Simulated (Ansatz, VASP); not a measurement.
C: VASP beside Ansatz

```
C
1.0
     0.00000    1.74699    1.74699
     1.74699    0.00000    1.74699
     1.74699    1.74699    0.00000
C
2
Direct
  0.50000 0.50000 0.50000
  0.75000 0.75000 0.75000
```

Change from the starting cell: volume scaled by 0.94, crystal datasets.

Alike in both runs: task electric field gradients; functional PBE; k mesh 20 × 20 × 20; occupations fermi-dirac, width 0.08 eV; no spin polarisation.

|  | VASP | Ansatz |
| --- | --- | --- |
| version | VASP 6.6.1 | Ansatz 0.2.0 |
| potentials or method | VASP PAW PBE potentials, release 64 (C), cutoff 520 eV | all-electron PAW with datasets made for the crystal, scalar-relativistic |

|  | VASP | Ansatz | Ansatz less VASP |
| --- | --- | --- | --- |
| gap on the k mesh at the Fermi level (eV) | 4.27 | 4.28 | +0.010 |
| pressure (GPa) | 33.2 | 32.2 | -0.93 |

Both programs put the cell under a high pressure, so it lies far from rest at this level. Ansatz ran all-electron here, and VASP with PAW potentials.
